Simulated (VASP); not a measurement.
Here is a VASP 6.6.1 calculation.

The input POSCAR:

```
LiCl
1.0
    0.0443470373      2.5560252063      2.5560252063
    2.5560252063      0.0443470373      2.5560252063
    2.6003722436      2.6003722436      0.0000000000
Li Cl
1 1
Direct
    0.0000000000      0.0000000000      0.0000000000
    0.5000000000      0.5000000000      0.5000000000
```

Contents of INCAR.step1:

```
SYSTEM = LiCl
PREC     = Accurate       ! precision mode
ENCUT    = 520            ! plane-wave cutoff, eV
EDIFF    = 1E-5           ! SCF threshold, eV
ISMEAR   = 0              ! smearing method
SIGMA    = 0.01           ! smearing width, eV
LREAL    = .FALSE.        ! projectors in reciprocal space
LASPH    = .TRUE.         ! aspherical terms in the spheres
NELM     = 100            ! most SCF steps
ALGO     = Normal         ! electronic algorithm
ISIF     = 2              ! what is computed and relaxed
LWAVE    = .TRUE.         ! write WAVECAR
LCHARG   = .FALSE.        ! write CHGCAR
GGA      = PE             ! functional
NBANDS   = 12             ! bands
LUSENCCL = .FALSE.
```

Contents of INCAR.step2:

```
SYSTEM = LiCl
PREC     = Accurate       ! precision mode
ENCUT    = 520            ! plane-wave cutoff, eV
EDIFF    = 1E-7           ! SCF threshold, eV
ISMEAR   = 0              ! smearing method
SIGMA    = 0.01           ! smearing width, eV
LREAL    = .FALSE.        ! projectors in reciprocal space
LASPH    = .TRUE.         ! aspherical terms in the spheres
NELM     = 100            ! most SCF steps
ALGO     = Normal         ! electronic algorithm
ISIF     = 2              ! what is computed and relaxed
LWAVE    = .FALSE.        ! write WAVECAR
LCHARG   = .FALSE.        ! write CHGCAR
GGA      = PE             ! functional
LHFCALC  = .TRUE.         ! exact exchange
HFSCREEN = 0.2079         ! screening, 1/A
PRECFOCK = Normal       
ISTART   = 1            
NBANDS   = 12             ! bands
LUSENCCL = .FALSE.
```

Contents of KPOINTS:

```
regular mesh
0
G
  6 6 6
  0 0 0
```

Potentials or basis: VASP PAW PBE potentials, release 64 (Li_sv, Cl).

Command:

```console
$ cat potpaw_PBE.64/Li_sv/POTCAR potpaw_PBE.64/Cl/POTCAR > POTCAR
$ cp INCAR.step1 INCAR
$ mpirun -np 1 vasp_std > vasp.out
$ cp INCAR.step2 INCAR
$ mpirun -np 1 vasp_std > vasp.out
```

**Question.** What does it give for the band gap on the k mesh?

**Answer.** 7.68 eV.

Caveat: the cell differs from its parent crystal (shear xy strain +3.5%). A k mesh can miss the band edges.
